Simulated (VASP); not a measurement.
Wanted: the native input for a VASP 6.6.1 run.

```yaml
Task: single point
Functional: PBE
Potentials_or_basis: VASP PAW PBE potentials, release 64 (W_sv)
Cutoff: 520 eV
k_mesh: 18 × 18 × 18
Occupations: gaussian, width 0.05 eV
Spin: non-collinear spin, zero start, spin-orbit coupling
Starting_moments: "[[0.0, 0.0, 0.0]] μB"
Dipole_correction: no
Further_INCAR_settings: ALGO = Normal; EDIFF = 1e-06; NBANDS = 25
```

The structure of W lies in POSCAR:

```
W
1.0
    0.0000000000      2.0201938004      2.0201938004
    2.0201938004      0.0000000000      2.0201938004
    2.0201938004      2.0201938004      0.0000000000
W
1
Direct
    0.0000000000      0.0000000000      0.0000000000
```

The input as run:

INCAR

```
SYSTEM = W
PREC     = Accurate       ! precision mode
ENCUT    = 520            ! plane-wave cutoff, eV
EDIFF    = 1E-6           ! SCF threshold, eV
ISMEAR   = 0              ! smearing method
SIGMA    = 0.05           ! smearing width, eV
LREAL    = .FALSE.        ! projectors in reciprocal space
LASPH    = .TRUE.         ! aspherical terms in the spheres
NELM     = 150            ! most SCF steps
ALGO     = Normal         ! electronic algorithm
ISIF     = 2              ! what is computed and relaxed
LWAVE    = .FALSE.        ! write WAVECAR
LCHARG   = .FALSE.        ! write CHGCAR
MAGMOM   = 0 0 0          ! initial moments
LORBIT   = 11             ! projections on sites
LSORBIT  = .TRUE.         ! spin-orbit coupling
GGA_COMPAT= .FALSE.      
LORBMOM  = .TRUE.       
LMAXMIX  = 4              ! l up to which the mixer works
GGA      = PE             ! functional
NBANDS   = 25             ! bands
```

KPOINTS

```
Automatic mesh
0
G
  18 18 18
  0 0 0
```

Potentials or basis: VASP PAW PBE potentials, release 64 (W_sv).

Launch:

```bash
$ cat potpaw_PBE.64/W_sv/POTCAR > POTCAR
$ mpirun -np 1 vasp_ncl > vasp.out
```

Results of the run:

The pressure is 1.0 GPa and the net moment is 0.00 μB per cell. The valence electrons inside the program's atomic spheres are W 12.03.

Run time: 59 s on 1 thread of Intel(R) Xeon(R) 6975P-C (Granite Rapids) (shared host), peak memory 0.27 GiB.
